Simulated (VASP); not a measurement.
# MoS2 (P6_3/mmc) in VASP: single point with PBE+U

Aim: the single point of MoS2 with PBE+U.

Everything below comes from runs of VASP 6.6.1. Logs are shortened: lines on timing, memory, paths and dates and some standing lists are left out, and cuts for length are marked.

## 1. The cell of the first run

Symmetry: P6_3/mmc, No. 194, hexagonal system. Conventional cell: a = 3.046 Å, b = 3.046 Å, c = 11.101 Å, α = 90.00°, β = 90.00°, γ = 120.00°. Within 3.1 Å of Mo (site symmetry -6m2) lie 6 S at 2.36 Å and 6 Mo at 3.05 Å. S (site symmetry 3m) has 3 Mo at 2.36 Å and 10 S at 2.98 to 3.15 Å within 3.2 Å.

## 2. Single point, PBE+U, non-collinear spin, typed start, spin-orbit coupling

Input file INCAR:

```
ALGO = Normal ; EDIFF = 1E-6
ENCUT = 520 ; GGA = PE
GGA_COMPAT = F ; ISIF = 2
ISMEAR = -1 ; LASPH = T
LCHARG = F ; LDAU = T
LDAUJ = 0 0 ; LDAUL = 2 -1
LDAUPRINT = 1 ; LDAUTYPE = 2
LDAUU = 3.79 0 ; LMAXMIX = 4
LORBIT = 11 ; LORBMOM = T
LREAL = F ; LSORBIT = T
LWAVE = F ; MAGMOM = 0 0 2 0 0 2 0 0 0 0 0 0 0 0 0 0 0 0
NBANDS = 68 ; NELM = 150
PREC = Accurate ; SIGMA = 0.0714
```

Input file KPOINTS:

```
k-points
0
Gamma
  8 8 2
```

Input file POSCAR:

```
MoS2
1.0
    3.0463311105      0.0000000000      0.0000000000
   -1.5231655552      2.6382001300      0.0000000000
    0.0000000000      0.0000000000     11.1011428237
Mo S
2 4
Direct
    0.3333333333      0.6666666667      0.2500000000
    0.6666666667      0.3333333333      0.7500000000
    0.3333333333      0.6666666667      0.6083205290
    0.6666666667      0.3333333333      0.1083205290
    0.3333333333      0.6666666667      0.8916794710
    0.6666666667      0.3333333333      0.3916794710
```

Potentials or basis: VASP PAW PBE potentials, release 64 (Mo_sv, S).

The run is started by

```sh
cat potpaw_PBE.64/Mo_sv/POTCAR potpaw_PBE.64/S/POTCAR > POTCAR
mpirun -np 1 vasp_ncl > vasp.out
```

OUTCAR:

```text
EDIFF = 1E-6
   ENCUT = 520
   GGA = PE
   ISIF = 2
   ISMEAR = -1
   LASPH = T
   LORBIT = 11
   LREAL = F
   LSORBIT = T
   NELM = 150
   PREC = Accurate

 ion  position               nearest neighbor table
   1  0.333  0.667  0.250-   4 2.36   6 2.36   4 2.36   6 2.36   4 2.36   6 2.36
   2  0.667  0.333  0.750-   3 2.36   5 2.36   3 2.36   5 2.36   3 2.36   5 2.36
   3  0.333  0.667  0.608-   2 2.36   2 2.36   2 2.36
   4  0.667  0.333  0.108-   1 2.36   1 2.36   1 2.36
   5  0.333  0.667  0.892-   2 2.36   2 2.36   2 2.36
   6  0.667  0.333  0.392-   1 2.36   1 2.36   1 2.36

  LATTYP: Found a hexagonal cell.
 ALAT       =     3.0463311105
 C/A-ratio  =     3.6441025027

  Lattice vectors:

 A1 = (   3.0463311105,   0.0000000000,   0.0000000000)
 A2 = (  -1.5231655552,   2.6382001300,   0.0000000000)
 A3 = (   0.0000000000,   0.0000000000,  11.1011428237)

Analysis of symmetry for initial positions (statically):
=====================================================================
 Subroutine PRICEL returns:
 Original cell was already a primitive cell.

 Routine SETGRP: Setting up the symmetry group for a
 hexagonal supercell.

 Subroutine GETGRP returns: Found 24 space group operations
 (whereof 12 operations were pure point group operations)
 out of a pool of 24 trial point group operations.

The static configuration has the point symmetry D_3d.
 The point group associated with its full space group is D_6h.

Analysis of symmetry for dynamics (positions and initial velocities):
=====================================================================
 Subroutine PRICEL returns:
 Original cell was already a primitive cell.

 Routine SETGRP: Setting up the symmetry group for a
 hexagonal supercell.

 Subroutine GETGRP returns: Found 24 space group operations
 (whereof 12 operations were pure point group operations)
 out of a pool of 24 trial point group operations.

The dynamic configuration has the point symmetry D_3d.
 The point group associated with its full space group is D_6h.

Analysis of structural, dynamic, and magnetic symmetry:
=====================================================================
 Subroutine PRICEL returns:
 Original cell was already a primitive cell.

 Routine SETGRP: Setting up the symmetry group for a
 hexagonal supercell.

 Subroutine GETGRP returns: Found 12 space group operations
 (whereof  6 operations were pure point group operations)
 out of a pool of 24 trial point group operations.

The overall configuration has the point symmetry S_6 .
 The point group associated with its full space group is C_6h.
[... 1913 lines left out ...]
 ----------------------------------------
  1         0.000  -0.000  -0.000
  2         0.000   0.000   0.000
  3         0.000   0.000   0.000
  4        -0.000   0.000  -0.000
  5        -0.000   0.000  -0.000
  6         0.000   0.000   0.000
 ----------------------------------------
           -0.000   0.000  -0.000

 orbital moment (y)

 # of ion     p       d       tot
 ----------------------------------------
  1         0.000   0.000   0.000
  2         0.000   0.000   0.000
  3        -0.000   0.000  -0.000
  4         0.000   0.000   0.000
  5         0.000   0.000   0.000
  6        -0.000   0.000  -0.000
 ----------------------------------------
           -0.000   0.000  -0.000

 orbital moment (z)

 # of ion     p       d       tot
 ----------------------------------------
  1        -0.000   0.000   0.000
  2        -0.000   0.000   0.000
  3         0.000   0.000   0.000
  4         0.000   0.000   0.000
  5         0.000   0.000   0.000
  6         0.000   0.000   0.000
 ----------------------------------------
            0.000   0.000   0.000

 Spin-Orbit-Coupling matrix elements

 Ion:    1  E_soc:     -0.1948313
 l=   1
     0.0000000    -0.0294499    -0.0294997
    -0.0294499     0.0000000    -0.0294499
    -0.0294997    -0.0294499     0.0000000
 l=   2
     0.0000000    -0.0005707     0.0000000    -0.0005707    -0.0026017
    -0.0005707     0.0000000    -0.0018417    -0.0004481    -0.0005707
     0.0000000    -0.0018417     0.0000000    -0.0018417     0.0000000
    -0.0005707    -0.0004481    -0.0018417     0.0000000    -0.0005707
    -0.0026017    -0.0005707     0.0000000    -0.0005707     0.0000000
 l=   3
     0.0000000     0.0000000     0.0000000     0.0000000     0.0000000     0.0000000     0.0000000
     0.0000000     0.0000000     0.0000000     0.0000000     0.0000000     0.0000000     0.0000000
     0.0000000     0.0000000     0.0000000     0.0000000     0.0000000     0.0000000     0.0000000
     0.0000000     0.0000000     0.0000000     0.0000000     0.0000000     0.0000000     0.0000000
[... 89 lines left out ...]
 l=   2
     0.0000000     0.0000000     0.0000000     0.0000000     0.0000000
     0.0000000     0.0000000     0.0000000     0.0000000     0.0000000
     0.0000000     0.0000000     0.0000000     0.0000000     0.0000000
     0.0000000     0.0000000     0.0000000     0.0000000     0.0000000
     0.0000000     0.0000000     0.0000000     0.0000000     0.0000000
 l=   3
     0.0000000     0.0000000     0.0000000     0.0000000     0.0000000     0.0000000     0.0000000
     0.0000000     0.0000000     0.0000000     0.0000000     0.0000000     0.0000000     0.0000000
     0.0000000     0.0000000     0.0000000     0.0000000     0.0000000     0.0000000     0.0000000
     0.0000000     0.0000000     0.0000000     0.0000000     0.0000000     0.0000000     0.0000000
     0.0000000     0.0000000     0.0000000     0.0000000     0.0000000     0.0000000     0.0000000
     0.0000000     0.0000000     0.0000000     0.0000000     0.0000000     0.0000000     0.0000000
     0.0000000     0.0000000     0.0000000     0.0000000     0.0000000     0.0000000     0.0000000

 total charge

# of ion       s       p       d       tot
------------------------------------------
    1        2.318   6.263   4.012  12.593
    2        2.318   6.263   4.012  12.593
    3        1.372   2.376   0.000   3.748
    4        1.372   2.376   0.000   3.748
    5        1.372   2.376   0.000   3.748
    6        1.372   2.376   0.000   3.748
--------------------------------------------------
tot         10.125  22.032   8.024  40.180

 magnetization (x)

# of ion       s       p       d       tot
------------------------------------------
    1        0.000  -0.000   0.000  -0.000
    2        0.000  -0.000   0.000  -0.000
    3       -0.000   0.000   0.000  -0.000
    4        0.000   0.000   0.000   0.000
    5        0.000   0.000   0.000   0.000
    6       -0.000   0.000   0.000  -0.000
--------------------------------------------------
tot          0.000  -0.000   0.000  -0.000

 magnetization (y)

# of ion       s       p       d       tot
------------------------------------------
    1        0.000   0.000  -0.000   0.000
    2        0.000   0.000   0.000   0.000
    3        0.000  -0.000   0.000  -0.000
    4       -0.000   0.000   0.000   0.000
    5       -0.000   0.000   0.000   0.000
    6        0.000  -0.000   0.000  -0.000
--------------------------------------------------
tot          0.000   0.000  -0.000   0.000

 magnetization (z)

# of ion       s       p       d       tot
------------------------------------------
    1        0.000   0.000   0.000   0.000
    2        0.000   0.000   0.000   0.000
    3        0.000  -0.000   0.000  -0.000
    4        0.000  -0.000   0.000  -0.000
    5        0.000  -0.000   0.000  -0.000
    6        0.000  -0.000   0.000  -0.000
--------------------------------------------------
tot          0.000  -0.000   0.000   0.000
```

stdout:

```text
POSCAR found type information on POSCAR MoS
 POSCAR found :  2 types and       6 ions
 scaLAPACK will be used
 LDA part: xc-table for (Slater+PW92), standard interpolation
 POSCAR, INCAR and KPOINTS ok, starting setup
 FFT: planning ... GRIDC
 FFT: planning ... GRID_SOFT
 FFT: planning ... GRID
 WAVECAR not read
 entering main loop
```

It took 10 min on 1 thread of Oxide Virtual Turin-like, shared host; peak memory 0.48 GiB.

What came out:

```yaml
Free_energy: -33.5926 eV
Pressure: 22.8 GPa
Largest_force: 0.243 eV/Å
Net_moment: 0.00 μB per cell
Valence_electrons_inside_the_program's_atomic_spheres: Mo 12.59; S 3.75
```

Forces on the atoms (eV/Å):
```
Mo   0.000  0.000  0.000
Mo   0.000  0.000  0.000
S    0.000  0.000 -0.243
S    0.000  0.000 -0.243
S    0.000  0.000  0.243
S    0.000  0.000  0.243
```

Stress tensor (GPa, compression positive):
```
22.59  0.00  0.00
 0.00 22.59  0.00
 0.00  0.00 23.31
```

Moments on the atoms (μB; x, y, z):
```
Mo  0.00 0.00 0.00
Mo  0.00 0.00 0.00
S   0.00 0.00 0.00
S   0.00 0.00 0.00
S   0.00 0.00 0.00
S   0.00 0.00 0.00
```

Caveat: the cell stands under pressure.
